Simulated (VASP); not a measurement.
# BeS (Fm-3m) in VASP: notebook, part 2 of 2

VASP 6.6.1.

### 4 Single point, PBEsol (Ca replaced by Be, lengths x 0.829, strained)

INCAR

```
PREC = Accurate
ENCUT = 600
EDIFF = 1E-6
ISMEAR = 0
SIGMA = 0.1
LREAL = F
LASPH = T
NELM = 120
ALGO = Normal
ISIF = 2
LWAVE = F
LCHARG = F
GGA = PS
NBANDS = 11
GGA_COMPAT = F
```

KPOINTS

```
regular mesh
0
Gamma
  6 6 6
```

POSCAR

```
BeS
1.0
    0.0000000000      2.3194565925      2.3194565925
    2.3194565925      0.0000000000      2.3194565925
    2.3194565925      2.3194565925      0.0000000000
Be S
1 1
Direct
    0.0000000000      0.0000000000      0.0000000000
    0.5000000000      0.5000000000      0.5000000000
```

Potentials or basis: VASP PAW PBE potentials, release 64 (Be, S).

On the command line:

```bash
> cat potpaw_PBE.64/Be/POTCAR potpaw_PBE.64/S/POTCAR > POTCAR
> mpirun -np 1 vasp_std > vasp.out
```

OUTCAR:

```text
PREC = Accurate
   ENCUT = 600
   EDIFF = 1E-6
   ISMEAR = 0
   LREAL = F
   LASPH = T
   NELM = 120
   ISIF = 2
   GGA = PS

 ion  position               nearest neighbor table
   1  0.000  0.000  0.000-   2 2.32   2 2.32   2 2.32   2 2.32   2 2.32   2 2.32
   2  0.500  0.500  0.500-   1 2.32   1 2.32   1 2.32   1 2.32   1 2.32   1 2.32

  LATTYP: Found a face centered cubic cell.
 ALAT       =     4.6389131850

  Lattice vectors:

 A1 = (   0.0000000000,   2.3194565925,   2.3194565925)
 A2 = (   2.3194565925,   0.0000000000,   2.3194565925)
 A3 = (   2.3194565925,   2.3194565925,   0.0000000000)

Analysis of symmetry for initial positions (statically):
=====================================================================
 Subroutine PRICEL returns:
 Original cell was already a primitive cell.

 Routine SETGRP: Setting up the symmetry group for a
 face centered cubic supercell.

 Subroutine GETGRP returns: Found 48 space group operations
 (whereof 48 operations were pure point group operations)
 out of a pool of 48 trial point group operations.

The static configuration has the point symmetry O_h .

Analysis of symmetry for dynamics (positions and initial velocities):
=====================================================================
 Subroutine PRICEL returns:
 Original cell was already a primitive cell.

 Routine SETGRP: Setting up the symmetry group for a
 face centered cubic supercell.

 Subroutine GETGRP returns: Found 48 space group operations
 (whereof 48 operations were pure point group operations)
 out of a pool of 48 trial point group operations.

The dynamic configuration has the point symmetry O_h .

 Subroutine INISYM returns: Found 48 space group operations
 (whereof 48 operations are pure point group operations),
 and found     1 'primitive' translations

----------------------------------------------------------------------------------------

                                     Primitive cell

  volume of cell :      24.9568

  direct lattice vectors                    reciprocal lattice vectors
     0.000000000  2.319456592  2.319456592    -0.215567733  0.215567733  0.215567733
     2.319456592  0.000000000  2.319456592     0.215567733 -0.215567733  0.215567733
     2.319456592  2.319456592  0.000000000     0.215567733  0.215567733 -0.215567733

  length of vectors
     3.280206970  3.280206970  3.280206970     0.373374266  0.373374266  0.373374266

  position of ions in fractional coordinates (direct lattice)
     0.000000000  0.000000000  0.000000000
     0.500000000  0.500000000  0.500000000

  ion indices of the primitive-cell ions
   primitive index   ion index
                 1           1
                 2           2

----------------------------------------------------------------------------------------

 KPOINTS: regular mesh

Automatic generation of k-mesh.
 Grid dimensions read from file:
 generate k-points for:    6    6    6

 Generating k-lattice:

  Cartesian coordinates                     Fractional coordinates (reciprocal lattice)
    -0.035927956  0.035927956  0.035927956     0.166666667  0.000000000  0.000000000
     0.035927956 -0.035927956  0.035927956     0.000000000  0.166666667  0.000000000
     0.035927956  0.035927956 -0.035927956     0.000000000  0.000000000  0.166666667

  Length of vectors
     0.062229044  0.062229044  0.062229044

  Shift w.r.t. Gamma in fractional coordinates (k-lattice)
     0.000000000  0.000000000  0.000000000

 Subroutine IBZKPT returns following result:
 ===========================================

 Found     16 irreducible k-points:

 Following reciprocal coordinates:
            Coordinates               Weight
  0.000000  0.000000  0.000000      1.000000
  0.166667  0.000000  0.000000      8.000000
  0.333333  0.000000  0.000000      8.000000
  0.500000  0.000000  0.000000      4.000000
  0.166667  0.166667  0.000000      6.000000
  0.333333  0.166667  0.000000     24.000000
[... 8 lines left out ...]
 -0.333333  0.333333  0.166667     24.000000
 -0.333333  0.500000  0.166667     12.000000
   k-points           NKPTS =     16   k-points in BZ     NKDIM =     16   number of bands    NBANDS=     11
   number of dos      NEDOS =    301   number of ions     NIONS =      2
   total plane-waves  NPLWV =  21952
   dimension x,y,z NGX =    28 NGY =   28 NGZ =   28
   dimension x,y,z NGXF=    56 NGYF=   56 NGZF=   56
   ions per type =               1   1
   NGX,Y,Z   is equivalent  to a cutoff of  14.19, 14.19, 14.19 a.u.
   NGXF,Y,Z  is equivalent  to a cutoff of  28.38, 28.38, 28.38 a.u.
 SYSTEM =  unknown system
   PREC   = accura    normal or accurate (medium, high low for compatibility)
   ISTART =      0    job   : 0-new  1-cont  2-samecut
   ICHARG =      2    charge: 1-file 2-atom 10-const
   ISPIN  =      1    spin polarized calculation?
   LNONCOLLINEAR =      F non collinear calculations
   LSORBIT =      F    spin-orbit coupling
   LASPH  =      T    aspherical Exc in radial PAW
   ENCUT  =  600.0 eV  44.10 Ry    6.64 a.u.   6.55  6.55  6.55*2*pi/ulx,y,z
   NELM   =    120;   NELMIN=  2; NELMDL= -5     # of ELM steps
   EDIFF  = 0.1E-05   stopping-criterion for ELM
   LREAL  =      F    real-space projection
   EDIFFG = 0.1E-04   stopping-criterion for IOM
   NSW    =      0    number of steps for IOM
   IBRION =     -1    ionic relax: 0-MD 1-quasi-New 2-CG
   NFREE  =      0    steps in history (QN), initial steepest desc. (CG)
   ISIF   =      2    stress and relaxation
   ISYM   =      2    0-nonsym 1-usesym 2-fastsym
   POTIM  = 0.5000    time-step for ionic-motion
   TEBEG  =    0.0;   TEEND  =   0.0 temperature during run
   PSTRESS=    0.0 pullay stress
   NELECT =       8.0000    total number of electrons
   NUPDOWN=      -1.0000    fix difference up-down
   EMIN   =  10.00;   EMAX   =-10.00  energy-range for DOS
   EFERMI =   0.00;   METHOD = LEGACY
   ISMEAR =     0;   SIGMA  =   0.10  broadening in eV -4-tet -1-fermi 0-gaus
   EFERMI_NEDOS =   21; number of points for ismear=-14 and -15
   IALGO  =     38    algorithm
   IMIX   =      4    mixing-type and parameters
     AMIX     =   0.40;   BMIX     =  1.00
     AMIX_MAG =   1.60;   BMIX_MAG =  1.00
  volume/ion in A,a.u.               =      12.48        84.21
  Fermi-wavevector in a.u.,A,eV,Ry     =   1.120406  2.117259 17.079510  1.255309
  Thomas-Fermi vector in A             =   2.257052
   LORBIT       =      0    0 simple, 1 ext, 2 COOP (PROOUT), +10 PAW based schemes
   GGA     = PS    functional components
   LHFCALC =     F    Hartree Fock is set to
   AEXX    =    0.0000 exact exchange contribution
   IVDW    =     0    specifies the selected vdW correction
   LEPSILON=     F    determine dielectric tensor
   LRPA    =     F    only Hartree local field effects (RPA)
 non-spin polarized calculation
 Gauss-broadening in eV      SIGMA  =   0.10
  energy-cutoff  :      600.00
  volume of cell :       24.96
 maximum number of plane-waves:       869
 NGX is ok and might be reduce to    28
   NGX = 13   NGY = 13   NGZ = 13

 number of electron       7.9999999 magnetization

 Free energy of the ion-electron system (eV)
  ---------------------------------------------------
  ext. energy  EPLUGINS =         0.00000000
  ---------------------------------------------------
  free energy    TOTEN  =        -9.56153585 eV

  energy without entropy =       -9.56153585  energy(sigma->0) =       -9.56153585

 E-fermi :   6.9802     XC(G=0): -10.7061

 val. band max:        6.5355217455   @ k =  -0.1667   0.1667   0.0000
 cond. band min:       7.4932129040   @ k =   0.5000   0.5000   0.0000
 fundamental gap:      0.9576911585
 Fermi energy:         6.9802392744

 k-point     1 :       0.0000    0.0000    0.0000
  band No.  band energies     occupation
      1      -8.5457      2.00000
      2       6.2479      2.00000
      3       6.2479      2.00000
      4       6.2479      2.00000
      5      11.7331      0.00000
      6      15.2957      0.00000
      7      15.2957      0.00000
      8      15.2957      0.00000
      9      16.0749      0.00000
     10      16.0749      0.00000
     11      16.0749      0.00000
[... 197 lines left out ...]
 k-point    16 :      -0.3333    0.5000    0.1667
  band No.  band energies     occupation
      1      -5.1986      2.00000
      2       0.3432      2.00000
      3       2.0159      2.00000
      4       2.7406      2.00000
      5       9.6501      0.00000
      6      13.3487      0.00000
      7      14.1569      0.00000
      8      18.0582      0.00000
      9      18.8947      0.00000
     10      21.1018      0.00000
     11      24.6842      0.00000

------------------------ aborting loop because EDIFF is reached ----------------------------------------

  FORCE on cell =-STRESS in cart. coord.  units (eV):
  Direction    XX          YY          ZZ          XY          YZ          ZX
  --------------------------------------------------------------------------------------
  -------------------------------------------------------------------------------------
  Total       -0.4760667     -0.4760667     -0.4760667      0.0000000      0.0000000     -0.0000000
  in kB      -30.5625558    -30.5625558    -30.5625558      0.0000000      0.0000000     -0.0000000
  external PRESSURE =     -30.5625558 kB  Pullay stress =       0.0000000 kB

 VOLUME and BASIS-vectors are now :
 -----------------------------------------------------------------------------
  energy-cutoff  :      600.00
  volume of cell :       24.96
      direct lattice vectors                 reciprocal lattice vectors
     0.000000000  2.319456592  2.319456592    -0.215567733  0.215567733  0.215567733
     2.319456592  0.000000000  2.319456592     0.215567733 -0.215567733  0.215567733
     2.319456592  2.319456592  0.000000000     0.215567733  0.215567733 -0.215567733

 POSITION                                       TOTAL-FORCE (eV/Angst)
 -----------------------------------------------------------------------------------
      0.00000      0.00000      0.00000         0.000000      0.000000      0.000000
      2.31946      2.31946      2.31946        -0.000000     -0.000000     -0.000000
 -----------------------------------------------------------------------------------
    total drift:                                0.000000      0.000000      0.000000

  FREE ENERGIE OF THE ION-ELECTRON SYSTEM (eV)
  ---------------------------------------------------
  free  energy   TOTEN  =        -9.5615358481 eV

  energy  without entropy=       -9.5615358481  energy(sigma->0) =       -9.56153585
```

stdout:

```text
POSCAR found type information on POSCAR BeS
 POSCAR found :  2 types and       2 ions
 scaLAPACK will be used
 -----------------------------------------------------------------------------
|                                                                             |
|                                                                             |
|     You enforced a specific xc type in the INCAR file but a different       |
|     I HOPE YOU KNOW WHAT YOU ARE DOING!                                     |
|                                                                             |
 -----------------------------------------------------------------------------

 LDA part: xc-table for (Slater+PW92), standard interpolation
 POSCAR, INCAR and KPOINTS ok, starting setup
 FFT: planning ... GRIDC
 FFT: planning ... GRID_SOFT
 FFT: planning ... GRID
 WAVECAR not read
 entering main loop
```

Wall time 8.9 s (1 thread of Intel Xeon Platinum 8375C at 2.90GHz (Ice Lake), shared host); peak memory 0.14 GiB.

Results:

* Free energy: -9.5615 eV
* Pressure: -3.1 GPa
* Band gap on the k mesh: 0.96 eV, indirect (least direct gap 4.14 eV)

Caveat: the cell differs from its parent crystal (Ca replaced by Be, lengths x 0.829, strained); the PAW data sets were made with another functional, which shifts forces and pressure a little. A k mesh can miss the band edges.

### 5 Overview

```tsv
cell	k mesh	smearing	gap on the mesh (eV)	pressure (GPa)
a = 3.241 Å, angles 60.0°, 2 atoms	6 × 6 × 6	gaussian 0.1 eV	0.98	0.9
a = 3.241 Å, angles 60.0°, 2 atoms	10 × 10 × 10	gaussian 0.02 eV	1.03	0.6
a = 3.280 Å, angles 60.0°, 2 atoms	6 × 6 × 6	gaussian 0.1 eV	0.96	-3.1
```

Alike in all rows: task single point; level PBEsol; potentials or basis VASP PAW PBE potentials, release 64 (Be, S); no spin polarisation; cutoff (eV) 600.

Caveats: the PAW data sets were made with another functional, which shifts forces and pressure a little.

Absolute energies hang on the potentials; compare differences alone.
